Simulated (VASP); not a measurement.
# CuO2 (Fm-3m) in VASP: a series of runs

Runs on CuO2. Level: PBE+U. Tasks: relaxation of cell and atoms, single point.

Everything below comes from runs of VASP 6.6.1. Logs are shortened: lines on timing, memory, paths and dates and some standing lists are left out, and cuts for length are marked.

## Step 1: The cell of the first run

It takes space group Fm-3m (No. 225, cubic). The conventional cell has a = 4.888 Å, b = 4.888 Å, c = 4.888 Å, α = 90.00°, β = 90.00°, γ = 90.00°. Cu (site symmetry m-3m) has 8 O at 2.12 Å within 2.8 Å. Within 2.8 Å of O (site symmetry -43m) lie 4 Cu at 2.12 Å and 6 O at 2.44 Å.

## Step 2: Relaxation of cell and atoms, PBE+U

Input file INCAR:

```
  ALGO = Normal
  EDIFF = 1E-7
  EDIFFG = -0.01
  ENCUT = 700
  GGA = PE
  GGA_COMPAT = False
  IBRION = 2
  ISIF = 3
  ISMEAR = 0
  LASPH = True
  LCHARG = False
  LDAU = True
  LDAUJ = 0 0
  LDAUL = 2 -1
  LDAUPRINT = 1
  LDAUTYPE = 2
  LDAUU = 4 0
  LMAXMIX = 4
  LREAL = False
  LWAVE = False
  NELM = 200
  NELMIN = 4
  NSW = 80
  PREC = Accurate
  SIGMA = 0.1
```

Input file KPOINTS:

```
k-points
0
Gamma
  14 14 14
```

Input file POSCAR:

```
CuO2
1.0
    0.0000000000      2.4441472340      2.4441472340
    2.4441472340      0.0000000000      2.4441472340
    2.4441472340      2.4441472340      0.0000000000
Cu O
1 2
Direct
    0.0000000000      0.0000000000      0.0000000000
    0.2500000000      0.2500000000      0.2500000000
    0.7500000000      0.7500000000      0.7500000000
```

Potentials or basis: VASP PAW PBE potentials, release 64 (Cu_sv_GW, O).

Command:

```sh
$ cat potpaw_PBE.64/Cu_sv_GW/POTCAR potpaw_PBE.64/O/POTCAR > POTCAR
$ mpirun -np 1 vasp_std > vasp.out
```

OUTCAR:

```text
EDIFF = 1E-7
   EDIFFG = -0.01
   ENCUT = 700
   GGA = PE
   IBRION = 2
   ISIF = 3
   ISMEAR = 0
   LASPH = True
   LREAL = False
   NELM = 200
   NELMIN = 4
   NSW = 80
   PREC = Accurate

 ion  position               nearest neighbor table
   1  0.000  0.000  0.000-   3 2.12   3 2.12   3 2.12   2 2.12   3 2.12   2 2.12   2 2.12   2 2.12

   2  0.250  0.250  0.250-   1 2.12   1 2.12   1 2.12   1 2.12
   3  0.750  0.750  0.750-   1 2.12   1 2.12   1 2.12   1 2.12

  LATTYP: Found a face centered cubic cell.
 ALAT       =     4.8882944680

  Lattice vectors:

 A1 = (   0.0000000000,   2.4441472340,   2.4441472340)
 A2 = (   2.4441472340,   0.0000000000,   2.4441472340)
 A3 = (   2.4441472340,   2.4441472340,   0.0000000000)

Analysis of symmetry for initial positions (statically):
=====================================================================
 Subroutine PRICEL returns:
 Original cell was already a primitive cell.

 Routine SETGRP: Setting up the symmetry group for a
 face centered cubic supercell.

 Subroutine GETGRP returns: Found 48 space group operations
 (whereof 48 operations were pure point group operations)
 out of a pool of 48 trial point group operations.

The static configuration has the point symmetry O_h .

Analysis of symmetry for dynamics (positions and initial velocities):
=====================================================================
 Subroutine PRICEL returns:
 Original cell was already a primitive cell.

 Routine SETGRP: Setting up the symmetry group for a
 face centered cubic supercell.

 Subroutine GETGRP returns: Found 48 space group operations
 (whereof 48 operations were pure point group operations)
 out of a pool of 48 trial point group operations.

The dynamic configuration has the point symmetry O_h .

 Subroutine INISYM returns: Found 48 space group operations
 (whereof 48 operations are pure point group operations),
 and found     1 'primitive' translations

----------------------------------------------------------------------------------------
[... 152 lines left out ...]

  FORCE on cell =-STRESS in cart. coord.  units (eV):
  Direction    XX          YY          ZZ          XY          YZ          ZX
  --------------------------------------------------------------------------------------
  -------------------------------------------------------------------------------------
  Total       -1.2193528     -1.2193528     -1.2193528      0.0000000      0.0000000     -0.0000000
  in kB      -66.9002730    -66.9002730    -66.9002730      0.0000000      0.0000000     -0.0000000
  external PRESSURE =     -66.9002730 kB  Pullay stress =       0.0000000 kB
[... 55 lines left out ...]
  FREE ENERGIE OF THE ION-ELECTRON SYSTEM (eV)
  ---------------------------------------------------
  free  energy   TOTEN  =       -10.9889670617 eV

  energy  without entropy=      -10.9362509410  energy(sigma->0) =      -10.96260900

atom =   1  type =  1  l = 2

 onsite density matrix

spin component  1

  0.8436  0.0000  0.0000 -0.0000 -0.0000
  0.0000  0.8436  0.0000 -0.0000  0.0000
  0.0000  0.0000  0.9464  0.0000  0.0000
 -0.0000 -0.0000  0.0000  0.8436 -0.0000
 -0.0000  0.0000  0.0000 -0.0000  0.9464

spin component  2

  0.8436  0.0000  0.0000 -0.0000 -0.0000
  0.0000  0.8436  0.0000 -0.0000  0.0000
  0.0000  0.0000  0.9464  0.0000  0.0000
 -0.0000 -0.0000  0.0000  0.8436 -0.0000
 -0.0000  0.0000  0.0000 -0.0000  0.9464

 occupancies and eigenvectors

  o =  0.8436  v =  0.0000 -0.6123  0.0000 -0.7906  0.0000  0.0000  0.0000  0.0000  0.0000  0.0000      0.0000  0.0000  0.0000  0.0000  0.0000  0.0000  0.0000  0.0000  0.0000  0.0000
  o =  0.8436  v =  0.0000  0.0000  0.0000  0.0000  0.0000  0.0000 -0.6123  0.0000 -0.7906  0.0000      0.0000  0.0000  0.0000  0.0000  0.0000  0.0000  0.0000  0.0000  0.0000  0.0000
  o =  0.8436  v =  1.0000  0.0000  0.0000  0.0000  0.0000  0.0000  0.0000  0.0000  0.0000  0.0000      0.0000  0.0000  0.0000  0.0000  0.0000  0.0000  0.0000  0.0000  0.0000  0.0000
  o =  0.8436  v =  0.0000  0.0000  0.0000  0.0000  0.0000  1.0000  0.0000  0.0000  0.0000  0.0000      0.0000  0.0000  0.0000  0.0000  0.0000  0.0000  0.0000  0.0000  0.0000  0.0000
  o =  0.8436  v =  0.0000  0.0000  0.0000  0.0000  0.0000  0.0000 -0.7906 -0.0000  0.6123  0.0000      0.0000  0.0000  0.0000  0.0000  0.0000  0.0000  0.0000  0.0000  0.0000  0.0000
  o =  0.8436  v =  0.0000 -0.7906 -0.0000  0.6123  0.0000  0.0000  0.0000  0.0000  0.0000  0.0000      0.0000  0.0000  0.0000  0.0000  0.0000  0.0000  0.0000  0.0000  0.0000  0.0000
  o =  0.9464  v =  0.0000  0.0000  0.0000  0.0000  0.0000  0.0000  0.0000  0.9848  0.0000  0.1735      0.0000  0.0000  0.0000  0.0000  0.0000  0.0000  0.0000  0.0000  0.0000  0.0000
  o =  0.9464  v =  0.0000  0.0000  0.9848  0.0000  0.1735  0.0000  0.0000  0.0000  0.0000  0.0000      0.0000  0.0000  0.0000  0.0000  0.0000  0.0000  0.0000  0.0000  0.0000  0.0000
  o =  0.9464  v =  0.0000 -0.0000  0.1735 -0.0000 -0.9848  0.0000  0.0000  0.0000  0.0000  0.0000      0.0000  0.0000  0.0000  0.0000  0.0000  0.0000  0.0000  0.0000  0.0000  0.0000
  o =  0.9464  v =  0.0000  0.0000  0.0000  0.0000  0.0000  0.0000 -0.0000  0.1735 -0.0000 -0.9848      0.0000  0.0000  0.0000  0.0000  0.0000  0.0000  0.0000  0.0000  0.0000  0.0000

--------------------------------------- Ionic step        3  -------------------------------------------

 number of electron      31.0000006 magnetization

 Free energy of the ion-electron system (eV)
  ---------------------------------------------------
  ext. energy  EPLUGINS =         0.00000000
  ---------------------------------------------------
  free energy    TOTEN  =       -10.99368432 eV

  energy without entropy =      -10.94046727  energy(sigma->0) =      -10.96707580

 E-fermi :   4.0962     XC(G=0): -12.1280

 val. band max:        4.0956984900   @ k =   0.5000   0.2143   0.0714
 cond. band min:       4.0972509846   @ k =   0.5000   0.1429   0.0714
 fundamental gap:      0.0015524946
 Fermi energy:         4.0962055023

 k-point     1 :       0.0000    0.0000    0.0000
  band No.  band energies     occupation
      1    -107.7464      2.00000
      2     -65.1275      2.00000
      3     -65.1275      2.00000
      4     -65.1275      2.00000
      5     -15.6241      2.00000
      6     -11.6796      2.00000
[... 505 lines left out ...]
      6     -12.3838      2.00000
[... 11 lines left out ...]
     18      12.3822      0.00000
     19      14.8447      0.00000

 [... further k-points ...]
[... 5 lines left out ...]
  --------------------------------------------------------------------------------------
  -------------------------------------------------------------------------------------
  Total        0.0063944      0.0063944      0.0063944     -0.0000000      0.0000000     -0.0000000
  in kB        0.3659356      0.3659356      0.3659356     -0.0000000      0.0000000     -0.0000000
  external PRESSURE =       0.3659356 kB  Pullay stress =       0.0000000 kB
[... 18 lines left out ...]
  FREE ENERGIE OF THE ION-ELECTRON SYSTEM (eV)
  ---------------------------------------------------
  free  energy   TOTEN  =       -10.9936843248 eV

  energy  without entropy=      -10.9404672710  energy(sigma->0) =      -10.96707580

 reached required accuracy - stopping structural energy minimisation
```

OSZICAR:

```text
N       E                     dE             d eps       ncg     rms          rms(c)
DAV:   1     0.403825066902E+03    0.40383E+03   -0.22846E+04  5653   0.482E+03
DAV:   2     0.191165082082E+02   -0.38471E+03   -0.37350E+03  6063   0.113E+03
DAV:   3    -0.154451879247E+02   -0.34562E+02   -0.32301E+02  6353   0.354E+02
DAV:   4    -0.167774549201E+02   -0.13323E+01   -0.12507E+01  6108   0.542E+01
[... 42 lines left out ...]
DAV:   8    -0.109936862170E+02    0.27991E-04   -0.51406E-05  6764   0.371E-01    0.140E-02
DAV:   9    -0.109936846878E+02    0.15292E-05   -0.46344E-06  6306   0.466E-02    0.214E-03
DAV:  10    -0.109936845301E+02    0.15768E-06   -0.57056E-07  3763   0.549E-02    0.297E-03
DAV:  11    -0.109936843315E+02    0.19860E-06   -0.20471E-07  2354   0.352E-02    0.449E-04
DAV:  12    -0.109936843248E+02    0.67266E-08   -0.39403E-08  2225   0.554E-03
   3 F= -.10993684E+02 E0= -.10967076E+02  d E =-.261725E-01
```

CONTCAR:

```text
CuO2
   1.00000000000000
     0.0000000000000000    2.4100428631012427    2.4100428631012427
     2.4100428631012427    0.0000000000000000    2.4100428631012427
     2.4100428631012427    2.4100428631012427   -0.0000000000000000
  Cu              O
     1     2
Direct
     0.0000000000000000    0.0000000000000000    0.0000000000000000
     0.2500000000000000    0.2500000000000000    0.2500000000000000
     0.7500000000000000    0.7500000000000000    0.7500000000000000

  0.00000000E+00  0.00000000E+00  0.00000000E+00
  0.00000000E+00  0.00000000E+00  0.00000000E+00
  0.00000000E+00  0.00000000E+00  0.00000000E+00
```

Wall time 8.9 min (1 thread of Intel Xeon Platinum 8488C (Sapphire Rapids), shared host); peak memory 0.26 GiB.

What came out:

* Free energy: -10.9937 eV
* Relaxed volume: 9.33 Å³/atom
* Relaxed cell: a = 3.408 Å, b = 3.408 Å, c = 3.408 Å, α = 60.00°, β = 60.00°, γ = 60.00°
* Space group after relaxing (to 0.1 Å): Fm-3m (No. 225)
* Energy gained by relaxing: 8.7 meV/atom
* Ionic steps: 3
* Pressure after relaxing: 0.0 GPa
* Band gap on the k mesh: zero (an odd number of electrons rules out a gap without spin polarisation)

Step by step:
```csv
step,energy change (eV),largest force (eV/Å),pressure (GPa),volume (Å³)
1,0.0000,0.0000,-6.69,29.20
2,-0.0215,0.0000,3.04,27.52
3,-0.0262,0.0000,0.04,28.00
```

Final structure:
```xyz
3
Lattice="0.0000 2.4100 2.4100 2.4100 0.0000 2.4100 2.4100 2.4100 0.0000" Properties=species:S:1:pos:R:3 pbc="T T T"
Cu    0.0000    0.0000    0.0000
O     1.2050    1.2050    1.2050
O     3.6151    3.6151    3.6151
```

Eigenvalues of the final occupation matrices:
| site | spin | trace | eigenvalues |
| --- | --- | --- | --- |
| site 1 d | 1 | 4.42 | 0.84 0.84 0.84 0.95 0.95 |
| site 1 d | 2 | 4.42 | 0.84 0.84 0.84 0.95 0.95 |

Caveat: an odd number of electrons without spin polarisation forces a metal; a magnetic or distorted state may lie lower; U without spin polarisation on a metal has little footing.

## Step 3: Single point, PBE+U

This run uses another cell than the first one, of 7.79 Å³/atom.

Input file INCAR:

```
ALGO = Normal
EDIFF = 1E-6
ENCUT = 520
GGA = PE
ISIF = 2
ISMEAR = 0
LASPH = True
LCHARG = False
LDAU = True
LDAUJ = 0 0
LDAUL = 2 -1
LDAUPRINT = 1
LDAUTYPE = 2
LDAUU = 4 0
LMAXMIX = 4
LREAL = False
LWAVE = False
NBANDS = 18
NELM = 150
PREC = Accurate
SIGMA = 0.1
```

KPOINTS is that of step 2.

Input file POSCAR:

```
CuO2
1.0
    0.0000000000      2.2689453019      2.2689453019
    2.2689453019      0.0000000000      2.2689453019
    2.2689453019      2.2689453019      0.0000000000
Cu O
1 2
Direct
    0.0000000000      0.0000000000      0.0000000000
    0.2500000000      0.2500000000      0.2500000000
    0.7500000000      0.7500000000      0.7500000000
```

Potentials or basis: VASP PAW PBE potentials, release 64 (Cu, O).

Command:

```sh
$ cat potpaw_PBE.64/Cu/POTCAR potpaw_PBE.64/O/POTCAR > POTCAR
$ mpirun -np 1 vasp_std > vasp.out
```

Wall time 60 s (1 thread of AMD EPYC 7R43 (Zen 3), shared host); peak memory 0.13 GiB.

Results (log left out):

- Free energy: -10.6759 eV
- Pressure: 46.8 GPa
- Band gap on the k mesh: zero (an odd number of electrons rules out a gap without spin polarisation)

Levels at points of the mesh, in eV from the Fermi level:
```csv
k point,band 7,band 8,band 9,band 10,band 11,band 12,band 13,band 14,band 15,band 16
"(0.00, 0.00, 0.00)",-4.26,-1.24,-1.24,-1.24,-0.10,-0.10,-0.10,7.83,12.80,12.80
"(0.50, 0.00, 0.00)",-4.07,-3.98,-3.54,-3.54,-2.59,0.02,0.02,11.86,12.21,17.74
"(0.50, 0.50, 0.00)",-4.75,-4.01,-3.54,-2.86,0.10,0.84,0.84,9.51,14.27,14.47
```

Eigenvalues of the final occupation matrices:
```tsv
site	spin	trace	eigenvalues
site 1 d	1	4.59	0.88 0.88 0.88 0.97 0.97
site 1 d	2	4.59	0.88 0.88 0.88 0.97 0.97
```

Caveat: the cell stands under pressure; an odd number of electrons without spin polarisation forces a metal; a magnetic or distorted state may lie lower; U without spin polarisation on a metal has little footing.

## Step 4: Single point, PBE+U

This run uses another cell than the first one, of 9.34 Å³/atom.

Input file INCAR:

```
SYSTEM = CuO2
ALGO = Normal ; EDIFF = 1E-6
ENCUT = 520 ; GGA = PE
ISIF = 2 ; ISMEAR = 0
LASPH = .True. ; LCHARG = .True.
LDAU = .True. ; LDAUJ = 0 0
LDAUL = 2 -1 ; LDAUPRINT = 1
LDAUTYPE = 2 ; LDAUU = 4 0
LELF = .True. ; LMAXMIX = 4
LREAL = .False. ; LVHAR = .True.
LWAVE = .False. ; NBANDS = 18
NELM = 150 ; PREC = Accurate
SIGMA = 0.1
```

Input file KPOINTS:

```
k-points
0
Gamma
  14 14 14
  0 0 0
```

Input file POSCAR:

```
CuO2
1.0
    0.0000000000      2.4111141680      2.4111141680
    2.4111141680      0.0000000000      2.4111141680
    2.4111141680      2.4111141680      0.0000000000
Cu O
1 2
Direct
    0.0000000000      0.0000000000      0.0000000000
    0.2500000000      0.2500000000      0.2500000000
    0.7500000000      0.7500000000      0.7500000000
```

Command:

```sh
$ cat potpaw_PBE.64/Cu/POTCAR potpaw_PBE.64/O/POTCAR > POTCAR
$ mpirun -np 1 vasp_std > vasp.out
```

It took 95 s on 1 thread of AMD EPYC 7R43 (Zen 3), shared host; peak memory 0.15 GiB.

Results (log left out):

* Free energy: -11.2773 eV
* Pressure: 0.5 GPa
* Band gap on the k mesh: zero (an odd number of electrons rules out a gap without spin polarisation)

Levels at points of the mesh, in eV from the Fermi level:
```
           k point  band 9  band 10  band 11  band 12  band 13  band 14  band 15  band 16
(0.00, 0.00, 0.00)   -0.92    -0.92    -0.13    -0.13    -0.13     6.19    12.37    12.37
(0.50, 0.00, 0.00)   -2.73    -2.73    -2.34    -0.01    -0.01    10.18    11.15    16.07
(0.50, 0.50, 0.00)   -2.92    -2.51     0.12     0.67     0.67     9.03    12.47    12.97
```

Eigenvalues of the final occupation matrices:
| site | spin | trace | eigenvalues |
| --- | --- | --- | --- |
| site 1 d | 1 | 4.57 | 0.88 0.88 0.88 0.97 0.97 |
| site 1 d | 2 | 4.57 | 0.88 0.88 0.88 0.97 0.97 |

Caveat: an odd number of electrons without spin polarisation forces a metal; a magnetic or distorted state may lie lower; U without spin polarisation on a metal has little footing.

## Step 5: Single point, PBE+U

This run uses another cell than the first one, of 9.60 Å³/atom.

Input file INCAR:

```
SYSTEM = CuO2
PREC = Accurate
ENCUT = 520
EDIFF = 1E-7
ISMEAR = 0
SIGMA = 0.1
LREAL = .False.
LASPH = .True.
NELM = 150
ALGO = Normal
ISIF = 2
LWAVE = .False.
LCHARG = .False.
LMAXMIX = 4
LDAU = .True.
LDAUTYPE = 2
LDAUL = 2 -1
LDAUU = 4 0
LDAUJ = 0 0
LDAUPRINT = 1
GGA = PE
NBANDS = 18
```

Input file KPOINTS:

```
regular mesh
0
Gamma
  14 14 14
  0 0 0
```

Input file POSCAR:

```
CuO2
1.0
    0.0000000000      2.4330560762      2.4330560762
    2.4330560762      0.0000000000      2.4330560762
    2.4330560762      2.4330560762      0.0000000000
Cu O
1 2
Direct
    0.0000000000      0.0000000000      0.0000000000
    0.2500000000      0.2500000000      0.2500000000
    0.7500000000      0.7500000000      0.7500000000
```

Command:

```sh
$ cat potpaw_PBE.64/Cu/POTCAR potpaw_PBE.64/O/POTCAR > POTCAR
$ mpirun -np 1 vasp_std > vasp.out
```

It took 1.8 min on 1 thread of AMD EPYC 7R43 (Zen 3), shared host; peak memory 0.16 GiB.

Results (log left out):

```
Free energy            : -11.2714 eV
Pressure               : -3.6 GPa
Band gap on the k mesh : zero (an odd number of electrons rules out a gap without spin polarisation)
```

Levels at points of the mesh, in eV from the Fermi level:
```
           k point  band 8  band 9  band 10  band 11  band 12  band 13  band 14  band 15  band 16  band 17
(0.00, 0.00, 0.00)   -0.88   -0.88    -0.88    -0.13    -0.13    -0.13     5.97    12.30    12.30    12.30
(0.50, 0.00, 0.00)   -3.09   -2.62    -2.62    -2.30    -0.01    -0.01     9.91    11.04    15.84    15.84
(0.50, 0.50, 0.00)   -3.20   -2.84    -2.45     0.12     0.64     0.64     8.93    12.23    12.79    17.18
```

Eigenvalues of the final occupation matrices:
| site | spin | trace | eigenvalues |
| --- | --- | --- | --- |
| site 1 d | 1 | 4.57 | 0.88 0.88 0.88 0.97 0.97 |
| site 1 d | 2 | 4.57 | 0.88 0.88 0.88 0.97 0.97 |

Caveat: the cell stands under tension; an odd number of electrons without spin polarisation forces a metal; a magnetic or distorted state may lie lower; U without spin polarisation on a metal has little footing.

## Step 6: Single point, PBE+U

Input file INCAR:

```
SYSTEM = CuO2
  PREC = Accurate
  ENCUT = 520
  EDIFF = 1E-6
  ISMEAR = 0
  SIGMA = 0.1
  LREAL = .False.
  LASPH = .True.
  NELM = 150
  ALGO = Normal
  ISIF = 2
  LWAVE = .False.
  LCHARG = .False.
  LMAXMIX = 4
  LDAU = .True.
  LDAUTYPE = 2
  LDAUL = 2 -1
  LDAUU = 4 0
  LDAUJ = 0 0
  LDAUPRINT = 1
  GGA = PE
  NBANDS = 18
```

Input file KPOINTS:

```
Automatic mesh
0
Gamma
  14 14 14
  0 0 0
```

Input file POSCAR:

```
CuO2
1.0
    0.0000000000      2.4441472340      2.4441472340
    2.4441472340      0.0000000000      2.4441472340
    2.4441472340      2.4441472340      0.0000000000
Cu O
1 2
Direct
    0.0000000000      0.0000000000      0.0000000000
    0.2500000000      0.2500000000      0.2500000000
    0.7500000000      0.7500000000      0.7500000000
```

Potentials or basis: VASP PAW PBE potentials, release 64 (Cu, O).

Command:

```sh
$ cat potpaw_PBE.64/Cu/POTCAR potpaw_PBE.64/O/POTCAR > POTCAR
$ mpirun -np 1 vasp_std > vasp.out
```

It took 1.7 min on 1 thread of AMD EPYC 7R43 (Zen 3), shared host; peak memory 0.15 GiB.

Results (log left out):

```yaml
Free_energy: -11.2609 eV
Pressure: -5.4 GPa
Band_gap_on_the_k_mesh: zero (an odd number of electrons rules out a gap without spin polarisation)
```

Levels at points of the mesh, in eV from the Fermi level:
| k point | band 10 | band 11 | band 12 | band 13 | band 14 | band 15 |
| --- | --- | --- | --- | --- | --- | --- |
| (0.00, 0.00, 0.00) | -0.86 | -0.13 | -0.13 | -0.13 | 5.86 | 12.26 |
| (0.50, 0.00, 0.00) | -2.57 | -2.28 | -0.02 | -0.02 | 9.77 | 10.98 |
| (0.50, 0.50, 0.00) | -2.43 | 0.12 | 0.63 | 0.63 | 8.87 | 12.11 |

Eigenvalues of the final occupation matrices:
```tsv
site	spin	trace	eigenvalues
site 1 d	1	4.56	0.88 0.88 0.88 0.97 0.97
site 1 d	2	4.56	0.88 0.88 0.88 0.97 0.97
```

Caveat: the cell stands under tension; an odd number of electrons without spin polarisation forces a metal; a magnetic or distorted state may lie lower; U without spin polarisation on a metal has little footing.

## Step 7: Summary

| task | potentials or basis | cell | cutoff (eV) | gap on the mesh (eV) | pressure (GPa) |
| --- | --- | --- | --- | --- | --- |
| relaxation of cell and atoms | VASP PAW PBE potentials, release 64 (Cu_sv_GW, O) | relaxed from a = 3.457 Å, angles 60.0°, 3 atoms | 700 | none | 0.0 |
| single point | VASP PAW PBE potentials, release 64 (Cu, O) | a = 3.209 Å, angles 60.0°, 3 atoms | 520 | none | 46.8 |
| single point | VASP PAW PBE potentials, release 64 (Cu, O) | a = 3.410 Å, angles 60.0°, 3 atoms | 520 | none | 0.5 |
| single point | VASP PAW PBE potentials, release 64 (Cu, O) | a = 3.441 Å, angles 60.0°, 3 atoms | 520 | none | -3.6 |
| single point | VASP PAW PBE potentials, release 64 (Cu, O) | a = 3.457 Å, angles 60.0°, 3 atoms | 520 | none | -5.4 |

Alike in all rows: level PBE+U; no spin polarisation; Cu d U = 4.0 eV; k mesh 14 × 14 × 14; smearing gaussian 0.1 eV.

Caveats: an odd number of electrons without spin polarisation forces a metal; a magnetic or distorted state may lie lower; U without spin polarisation on a metal has little footing; the cell stands under tension (at least some runs); the cell stands under pressure (at least some runs).

Total energies depend on the potentials used, so only differences within one code and one set of settings carry meaning.
